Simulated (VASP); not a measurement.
Input of a VASP 6.6.1 run:

POSCAR

```
CoSn3
1.0
    4.4935679012      0.0000000000      0.0000000000
    0.0000000000      4.4935679012      0.0000000000
    0.0000000000      0.0000000000      4.4935679012
Sn Co
3 1
Direct
    0.0000000000      0.5000000000      0.5000000000
    0.5000000000      0.0000000000      0.5000000000
    0.5000000000      0.5000000000      0.0000000000
    0.0000000000      0.0000000000      0.0000000000
```

Contents of INCAR.step1:

```
PREC = Accurate ; ENCUT = 520
ISMEAR = 0 ; SIGMA = 0.1
LREAL = F ; LASPH = T
NELM = 80 ; NBANDS = 34
GGA = PE ; ALGO = Normal
EDIFF = 1E-4 ; LWAVE = T
LCHARG = F
```

Contents of INCAR.step2:

```
PREC = Accurate ; ENCUT = 520
EDIFF = 1E-6 ; ISMEAR = 0
SIGMA = 0.1 ; LREAL = F
LASPH = T ; NELM = 80
ALGO = Normal ; ISIF = 2
LWAVE = F ; LCHARG = F
METAGGA = R2SCAN ; LMIXTAU = T
NBANDS = 34 ; ISTART = 1
```

Contents of KPOINTS:

```
Automatic mesh
0
Gamma
  10 10 10
```

Potentials or basis: VASP PAW PBE potentials, release 64 (Sn_d, Co).

Run with:

```sh
$ cat potpaw_PBE.64/Sn_d/POTCAR potpaw_PBE.64/Co/POTCAR > POTCAR
$ cp INCAR.step1 INCAR
$ mpirun -np 1 vasp_std > vasp.out
$ cp INCAR.step2 INCAR
$ mpirun -np 1 vasp_std > vasp.out
```

Task: What does it give for the pressure?

Result: -3.8 GPa.

Task: Estimate the band gap on the k mesh.

Result: Zero (an odd number of electrons rules out a gap without spin polarisation).

Caveat: the cell stands under tension; the PAW data sets were made with another functional, which shifts forces and pressure a little; spin-orbit coupling is left out, which moves the levels of the heavy elements; the run has no spin polarisation, though such a crystal can be magnetic. Spin polarisation is off, so any magnetic state and its effect on volume and gap are missing.
